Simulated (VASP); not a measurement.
# Be3CdS2 (C2/m) in VASP: single point with PBE

Aim: the single point of Be3CdS2 with PBE.

All numbers are computed with VASP 6.6.1; they aren't measurements. Logs are shortened: lines on timing, memory, paths and dates and some standing lists are left out, and cuts for length are marked.

## Step 1: The cell of the first run

The structure is monoclinic, space group C2/m (No. 12). Conventional cell: a = 5.668 Å, b = 9.805 Å, c = 3.233 Å, α = 90.00°, β = 90.38°, γ = 90.00°. Be (site symmetry -1) has 4 S at 2.29 to 2.30 Å and 4 Be at 2.83 Å within 3.0 Å. Within 3.1 Å of Be (site symmetry 2/m) lie 4 S at 2.31 Å and 4 Be at 2.83 Å. Within 4.3 Å of Cd (site symmetry 2/m) lie 2 Cd at 3.23 Å and 12 Be at 3.25 to 3.27 Å and 6 S at 3.26 to 3.28 Å. Within 3.0 Å of S (site symmetry 2) lie 6 Be at 2.29 to 2.31 Å.

## Step 2: Single point, PBE

INCAR

```
PREC = Accurate
ENCUT = 600
EDIFF = 1E-6
ISMEAR = 0
SIGMA = 0.1
LREAL = False
LASPH = True
NELM = 120
ALGO = Normal
ISIF = 2
LWAVE = False
LCHARG = False
GGA = PE
NBANDS = 24
GGA_COMPAT = False
```

KPOINTS

```
Automatic mesh
0
Gamma
  4 4 6
```

POSCAR

```
Be3CdS2
1.0
    2.8337567600     -4.9027328000      0.0000000000
    2.8337567600      4.9027328000      0.0000000000
   -0.0214443100      0.0000000000      3.2332911100
Be Cd S
3 1 2
Direct
    0.0000000000      0.5000000000      0.5000000000
    0.5000000000      0.0000000000      0.5000000000
    0.5000000000      0.5000000000      0.5000000000
    0.0000000000      0.0000000000      0.0000000000
    0.6680000000      0.3320000000      0.0000000000
    0.3320000000      0.6680000000      0.0000000000
```

Potentials or basis: VASP PAW PBE potentials, release 64 (Be, Cd, S).

Started as:

```console
$ cat potpaw_PBE.64/Be/POTCAR potpaw_PBE.64/Cd/POTCAR potpaw_PBE.64/S/POTCAR > POTCAR
$ mpirun -np 1 vasp_std > vasp.out
```

OUTCAR:

```text
PREC = Accurate
   ENCUT = 600
   EDIFF = 1E-6
   ISMEAR = 0
   LREAL = False
   LASPH = True
   NELM = 120
   ISIF = 2
   GGA = PE

 ion  position               nearest neighbor table
   1  0.000  0.500  0.500-   6 2.29   5 2.29   5 2.30   6 2.30
   2  0.500  0.000  0.500-   5 2.29   6 2.29   5 2.30   6 2.30
   3  0.500  0.500  0.500-   5 2.31   6 2.31   5 2.31   6 2.31
   4  0.000  0.000  0.000-   5 3.26   6 3.26   5 3.28   6 3.28   5 3.28   6 3.28
   5  0.668  0.332  0.000-   1 2.29   2 2.29   1 2.30   2 2.30   3 2.31   3 2.31   4 3.26   4 3.28
                             4 3.28
   6  0.332  0.668  0.000-   2 2.29   1 2.29   1 2.30   2 2.30   3 2.31   3 2.31   4 3.26   4 3.28
                             4 3.28

  LATTYP: Found a base centered monoclinic cell.
 ALAT       =     5.6675135200
 B/A-ratio  =     1.7301177254
 C/A-ratio  =     0.5705080739
 COS(beta)  =    -0.0066322016

  Lattice vectors:

 A1 = (   2.8337567600,  -4.9027328000,   0.0000000000)
 A2 = (   2.8337567600,   4.9027328000,   0.0000000000)
 A3 = (  -0.0214443100,   0.0000000000,   3.2332911100)

Analysis of symmetry for initial positions (statically):
=====================================================================
 Subroutine PRICEL returns:
 Original cell was already a primitive cell.

 Routine SETGRP: Setting up the symmetry group for a
 base centered monoclinic supercell.

 Subroutine GETGRP returns: Found  4 space group operations
 (whereof  4 operations were pure point group operations)
 out of a pool of  4 trial point group operations.

The static configuration has the point symmetry C_2h.

Analysis of symmetry for dynamics (positions and initial velocities):
=====================================================================
 Subroutine PRICEL returns:
 Original cell was already a primitive cell.

 Routine SETGRP: Setting up the symmetry group for a
 base centered monoclinic supercell.

 Subroutine GETGRP returns: Found  4 space group operations
 (whereof  4 operations were pure point group operations)
 out of a pool of  4 trial point group operations.

The dynamic configuration has the point symmetry C_2h.

 Subroutine INISYM returns: Found  4 space group operations
 (whereof  4 operations are pure point group operations),
 and found     1 'primitive' translations

----------------------------------------------------------------------------------------

                                     Primitive cell

  volume of cell :      89.8412

  direct lattice vectors                    reciprocal lattice vectors
     2.833756760 -4.902732800  0.000000000     0.176444220 -0.101983938  0.001170239
     2.833756760  4.902732800  0.000000000     0.176444220  0.101983938  0.001170239
    -0.021444310  0.000000000  3.233291110     0.000000000  0.000000000  0.309282389

  length of vectors
     5.662770195  5.662770195  3.233362222     0.203800529  0.203800529  0.309282389

  position of ions in fractional coordinates (direct lattice)
     0.000000000  0.500000000  0.500000000
     0.500000000  0.000000000  0.500000000
     0.500000000  0.500000000  0.500000000
     0.000000000  0.000000000  0.000000000
     0.668000000  0.332000000  0.000000000
     0.332000000  0.668000000  0.000000000

  ion indices of the primitive-cell ions
   primitive index   ion index
                 1           1
                 2           2
                 3           3
                 4           4
                 5           5
                 6           6

----------------------------------------------------------------------------------------

 KPOINTS: Automatic mesh

Automatic generation of k-mesh.
 Grid dimensions read from file:
 generate k-points for:    4    4    6

 Generating k-lattice:

  Cartesian coordinates                     Fractional coordinates (reciprocal lattice)
     0.044111055 -0.025495985  0.000292560     0.250000000  0.000000000  0.000000000
     0.044111055  0.025495985  0.000292560     0.000000000  0.250000000  0.000000000
     0.000000000  0.000000000  0.051547065     0.000000000  0.000000000  0.166666667

  Length of vectors
     0.050950132  0.050950132  0.051547065

  Shift w.r.t. Gamma in fractional coordinates (k-lattice)
     0.000000000  0.000000000  0.000000000

 Subroutine IBZKPT returns following result:
 ===========================================

 Found     34 irreducible k-points:

 Following reciprocal coordinates:
            Coordinates               Weight
  0.000000  0.000000  0.000000      1.000000
  0.250000  0.000000 -0.000000      4.000000
  0.500000  0.000000 -0.000000      2.000000
  0.250000  0.250000 -0.000000      2.000000
  0.500000  0.250000  0.000000      4.000000
 -0.250000  0.250000  0.000000      2.000000
[... 16 lines left out ...]
  0.500000  0.250000  0.333333      4.000000
 -0.250000  0.250000  0.333333      4.000000
 [... further k-points ...]
   k-points           NKPTS =     34   k-points in BZ     NKDIM =     34   number of bands    NBANDS=     24
   number of dos      NEDOS =    301   number of ions     NIONS =      6
   total plane-waves  NPLWV =  64512
   dimension x,y,z NGX =    48 NGY =   48 NGZ =   28
   dimension x,y,z NGXF=    96 NGYF=   96 NGZF=   56
   ions per type =               3   1   2
   NGX,Y,Z   is equivalent  to a cutoff of  14.09, 14.09, 14.40 a.u.
   NGXF,Y,Z  is equivalent  to a cutoff of  28.18, 28.18, 28.79 a.u.
 SYSTEM =  unknown system
   PREC   = accura    normal or accurate (medium, high low for compatibility)
   ISTART =      0    job   : 0-new  1-cont  2-samecut
   ICHARG =      2    charge: 1-file 2-atom 10-const
   ISPIN  =      1    spin polarized calculation?
   LNONCOLLINEAR =      F non collinear calculations
   LSORBIT =      F    spin-orbit coupling
   LASPH  =      T    aspherical Exc in radial PAW
   ENCUT  =  600.0 eV  44.10 Ry    6.64 a.u.  11.31 11.31  6.46*2*pi/ulx,y,z
   NELM   =    120;   NELMIN=  2; NELMDL= -5     # of ELM steps
   EDIFF  = 0.1E-05   stopping-criterion for ELM
   LREAL  =      F    real-space projection
   EDIFFG = 0.1E-04   stopping-criterion for IOM
   NSW    =      0    number of steps for IOM
   IBRION =     -1    ionic relax: 0-MD 1-quasi-New 2-CG
   NFREE  =      0    steps in history (QN), initial steepest desc. (CG)
   ISIF   =      2    stress and relaxation
   ISYM   =      2    0-nonsym 1-usesym 2-fastsym
   POTIM  = 0.5000    time-step for ionic-motion
   TEBEG  =    0.0;   TEEND  =   0.0 temperature during run
   PSTRESS=    0.0 pullay stress
   NELECT =      30.0000    total number of electrons
   NUPDOWN=      -1.0000    fix difference up-down
   EMIN   =  10.00;   EMAX   =-10.00  energy-range for DOS
   EFERMI =   0.00;   METHOD = LEGACY
   ISMEAR =     0;   SIGMA  =   0.10  broadening in eV -4-tet -1-fermi 0-gaus
   EFERMI_NEDOS =   21; number of points for ismear=-14 and -15
   IALGO  =     38    algorithm
   IMIX   =      4    mixing-type and parameters
     AMIX     =   0.40;   BMIX     =  1.00
     AMIX_MAG =   1.60;   BMIX_MAG =  1.00
  volume/ion in A,a.u.               =      14.97       101.05
  Fermi-wavevector in a.u.,A,eV,Ry     =   1.135769  2.146292 17.551127  1.289971
  Thomas-Fermi vector in A             =   2.272474
   LORBIT       =      0    0 simple, 1 ext, 2 COOP (PROOUT), +10 PAW based schemes
   GGA     = PE    functional components
   LHFCALC =     F    Hartree Fock is set to
   AEXX    =    0.0000 exact exchange contribution
   IVDW    =     0    specifies the selected vdW correction
   LEPSILON=     F    determine dielectric tensor
   LRPA    =     F    only Hartree local field effects (RPA)
 non-spin polarized calculation
 Gauss-broadening in eV      SIGMA  =   0.10
  energy-cutoff  :      600.00
  volume of cell :       89.84
 maximum number of plane-waves:      3017
 NGX is ok and might be reduce to    48
   NGX = 23   NGY = 23   NGZ = 13

 number of electron      29.9999999 magnetization

 Free energy of the ion-electron system (eV)
  ---------------------------------------------------
  ext. energy  EPLUGINS =         0.00000000
  ---------------------------------------------------
  free energy    TOTEN  =       -19.11502317 eV

  energy without entropy =      -19.08636913  energy(sigma->0) =      -19.10069615

 E-fermi :   5.7615     XC(G=0): -10.1977

 val. band max:        5.7561478546   @ k =   0.5000   0.0000  -0.0000
 cond. band min:       5.7631588394   @ k =  -0.2500   0.2500   0.1667
 fundamental gap:      0.0070109848
 Fermi energy:         5.7614619264

 k-point     1 :       0.0000    0.0000    0.0000
  band No.  band energies     occupation
      1     -10.2502      2.00000
      2      -8.8935      2.00000
      3      -3.2829      2.00000
      4      -3.2776      2.00000
      5      -3.2373      2.00000
      6      -2.7375      2.00000
[... 16 lines left out ...]
     23      11.8265      0.00000
     24      12.0725      0.00000

 k-point     2 :       0.2500    0.0000   -0.0000
  band No.  band energies     occupation
      1     -10.0952      2.00000
      2      -9.1090      2.00000
      3      -3.2418      2.00000
      4      -3.1894      2.00000
      5      -3.0818      2.00000
      6      -2.7403      2.00000
[... 16 lines left out ...]
     23      11.4996      0.00000
     24      12.0146      0.00000

 k-point     3 :       0.5000    0.0000   -0.0000
  band No.  band energies     occupation
      1      -9.8256      2.00000
      2      -9.4325      2.00000
      3      -3.2497      2.00000
      4      -3.0641      2.00000
      5      -2.9557      2.00000
      6      -2.7444      2.00000
[... 16 lines left out ...]
     23      11.1158      0.00000
     24      11.8533      0.00000
[... 514 lines left out ...]
 k-point    23 :       0.5000    0.2500    0.3333
  band No.  band energies     occupation
      1      -9.0507      2.00000
      2      -8.5650      2.00000
      3      -3.1273      2.00000
      4      -3.0578      2.00000
      5      -2.9909      2.00000
      6      -2.9279      2.00000
[... 16 lines left out ...]
     23      11.1516      0.00000
     24      11.3967      0.00000

 k-point    24 :      -0.2500    0.2500    0.3333
  band No.  band energies     occupation
      1      -9.3215      2.00000
      2      -8.2239      2.00000
      3      -3.1121      2.00000
      4      -3.0806      2.00000
      5      -3.0249      2.00000
      6      -2.9974      2.00000
[... 16 lines left out ...]
     23      11.7244      0.00000
     24      11.8218      0.00000

 [... further k-points ...]

------------------------ aborting loop because EDIFF is reached ----------------------------------------

  FORCE on cell =-STRESS in cart. coord.  units (eV):
  Direction    XX          YY          ZZ          XY          YZ          ZX
  --------------------------------------------------------------------------------------
  -------------------------------------------------------------------------------------
  Total        0.0074498     -0.3089010     -5.5698269      0.0000000      0.0000000     -0.0320593
  in kB        0.1328554     -5.5087653    -99.3291416      0.0000000      0.0000000     -0.5717278
  external PRESSURE =     -34.9016838 kB  Pullay stress =       0.0000000 kB

 VOLUME and BASIS-vectors are now :
 -----------------------------------------------------------------------------
  energy-cutoff  :      600.00
  volume of cell :       89.84
      direct lattice vectors                 reciprocal lattice vectors
     2.833756760 -4.902732800  0.000000000     0.176444220 -0.101983938  0.001170239
     2.833756760  4.902732800  0.000000000     0.176444220  0.101983938  0.001170239
    -0.021444310  0.000000000  3.233291110     0.000000000  0.000000000  0.309282389

 POSITION                                       TOTAL-FORCE (eV/Angst)
 -----------------------------------------------------------------------------------
      1.40616      2.45137      1.61665         0.000000      0.000000      0.000000
      1.40616     -2.45137      1.61665         0.000000      0.000000      0.000000
      2.82303      0.00000      1.61665         0.000000     -0.000000      0.000000
      0.00000      0.00000      0.00000         0.000000      0.000000      0.000000
      2.83376     -1.64732      0.00000         0.000000      0.016990      0.000000
      2.83376      1.64732      0.00000        -0.000000     -0.016990      0.000000
 -----------------------------------------------------------------------------------
    total drift:                               -0.000000     -0.000000     -0.000000

  FREE ENERGIE OF THE ION-ELECTRON SYSTEM (eV)
  ---------------------------------------------------
  free  energy   TOTEN  =       -19.1150231712 eV

  energy  without entropy=      -19.0863691279  energy(sigma->0) =      -19.10069615
```

It used 48 s of CPU time on 1 thread of Intel(R) Xeon(R) 6975P-C (Granite Rapids) (shared host).

Results:

| Item | Value |
| --- | --- |
| Free energy | -19.1150 eV |
| Pressure | -3.5 GPa |
| Largest force | 0.017 eV/Å |
| Band gap on the k mesh | zero (band 15 reaches 6.72 eV, above the bottom of band 16 at 5.09 eV) |

Forces in eV/Å, atoms in the order of the input:
```
Be   0.000  0.000  0.000
Be   0.000  0.000  0.000
Be   0.000  0.000  0.000
Cd   0.000  0.000  0.000
S    0.000  0.017  0.000
S    0.000 -0.017  0.000
```

Stress tensor (GPa, compression positive):
```
 0.01  0.00 -0.06
 0.00 -0.55  0.00
-0.06  0.00 -9.93
```
